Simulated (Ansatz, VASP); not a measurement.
Rh: VASP beside Ansatz

The input INCAR:

```
PREC = Accurate ; ENCUT = 520
EDIFF = 1E-6 ; ISMEAR = 0
SIGMA = 0.15 ; LREAL = False
LASPH = True ; NELM = 60
ALGO = Fast ; ISIF = 2
LWAVE = False ; LCHARG = False
GGA = PS ; NBANDS = 14
```

The input KPOINTS:

```
Automatic mesh
0
Gamma
  22 22 22
```

File POSCAR:

```
Rh
1.0
    0.0000000000      1.9015500000      1.9015500000
    1.9395810000      0.0000000000      1.9015500000
    1.9395810000      1.9015500000      0.0000000000
Rh
1
Direct
    0.0000000000      0.0000000000      0.0000000000
```

Input for Ansatz:

```yaml
crystal:
  lattice:
    - [0.0, 1.90155, 1.90155]
    - [1.939581, 0.0, 1.90155]
    - [1.939581, 1.90155, 0.0]
  atoms:
    - { symbol: Rh, position: [0.0, 0.0, 0.0] }
basis:
  ecutwfc: 420
kpoints:
  mp_grid: { grid: [22, 22, 22] }
hamiltonian:
  xc: pbesol
scf:
  occupations: { method: gaussian, width: 0.15 }
output:
  forces: true
  stress: true
  eigenvalues: true
```

Change from the starting cell: strain +0.0200 x Voigt [1, 0, 0, 0, 0, 0], atoms carried along.

Alike in both runs: task single point; functional PBEsol; k mesh 22 × 22 × 22; occupations gaussian, width 0.15 eV; no spin polarisation.

|  | VASP | Ansatz |
| --- | --- | --- |
| version | VASP 6.6.1 | Ansatz 0.2.0 |
| potentials or method | VASP PAW PBE potentials, release 64 (Rh_pv), cutoff 520 eV | scalar-relativistic, plane waves, PAW |
| valence electrons in the cell | 15 | 17 |

|  | VASP | Ansatz | Ansatz less VASP |
| --- | --- | --- | --- |
| gap on the k mesh at the Fermi level (eV) | none | none | - |
| pressure (GPa) | -10.2 | -10.1 | +0.13 |
| traceless stress, the component that is largest in VASP (GPa) | -3.12 | -3.13 | -0.011 |

VASP's potentials were made for PBE, not for PBEsol. A gap of «none» marks a metal or a gap that the smearing closes. VASP's potentials hold 15 valence electrons a cell and Ansatz's 17, so a difference there can come from the potentials and not from the codes.
